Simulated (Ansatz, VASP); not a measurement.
## One calculation of K, two programs

Contents of POSCAR:

```
K
1.0
    4.3104394900      0.0000000000      0.0000000000
    0.0000000000      4.3104394900      0.0000000000
    0.0000000000      0.0000000000      4.5475136620
K
1
Direct
    0.0000000000      0.0000000000      0.0000000000
```

INCAR.step1

```
SYSTEM = K
  PREC = Accurate
  ENCUT = 520
  ISMEAR = 0
  SIGMA = 0.15
  LREAL = .False.
  LASPH = .True.
  NELM = 80
  NBANDS = 10
  GGA = PE
  ALGO = Normal
  EDIFF = 1E-4
  LWAVE = .True.
  LCHARG = .False.
```

File INCAR.step2:

```
SYSTEM = K
  PREC = Accurate
  ENCUT = 520
  EDIFF = 1E-6
  ISMEAR = 0
  SIGMA = 0.15
  LREAL = .False.
  LASPH = .True.
  NELM = 80
  ALGO = Normal
  ISIF = 2
  LWAVE = .False.
  LCHARG = .True.
  METAGGA = R2SCAN
  LMIXTAU = .True.
  LELF = .True.
  LVHAR = .True.
  NBANDS = 10
  ISTART = 1
```

The input KPOINTS:

```
Automatic mesh
0
Gamma
  10 10 10
  0 0 0
```

Input for Ansatz:

```yaml
crystal:
  lattice:
    - [4.31043949, 0.0, 0.0]
    - [0.0, 4.31043949, 0.0]
    - [0.0, 0.0, 4.547513662]
  atoms:
    - { symbol: K, position: [0.0, 0.0, 0.0] }
basis:
  ecutwfc: 500
kpoints:
  mp_grid: { grid: [10, 10, 10] }
hamiltonian:
  xc: r2scan
scf:
  occupations: { method: gaussian, width: 0.15 }
output:
  forces: true
  stress: true
  eigenvalues: true
  write_density: true
  write_potential: true
  elf: true
  volumetric_format: npy
```

Change from the starting cell: normal strain along x +0.0000, normal strain along z +0.0550.

Alike in both runs: task single point; functional r2SCAN; k mesh 10 × 10 × 10; occupations gaussian, width 0.15 eV; no spin polarisation.

```csv
,VASP,Ansatz
version,VASP 6.6.1,Ansatz 0.2.0
potentials or method,"VASP PAW PBE potentials, release 64 (K_sv), cutoff 520 eV","scalar-relativistic, plane waves, PAW"
valence electrons in the cell,9,9
```

Ansatz gave:

```
gap on the k mesh at the Fermi level (eV)                     : none
pressure (GPa)                                                : -0.1
traceless stress, the component that is largest in VASP (GPa) : -0.30
```

Task: What did VASP give for the same quantities?

Result: gap on the k mesh at the Fermi level (eV): none; pressure (GPa): -0.2; traceless stress, the component that is largest in VASP (GPa): -0.30.

VASP's potentials were made for PBE, not for r2SCAN. A gap of «none» marks a metal or a gap that the smearing closes. The functional is the same, so the differences come from potentials, cutoffs and numerics.
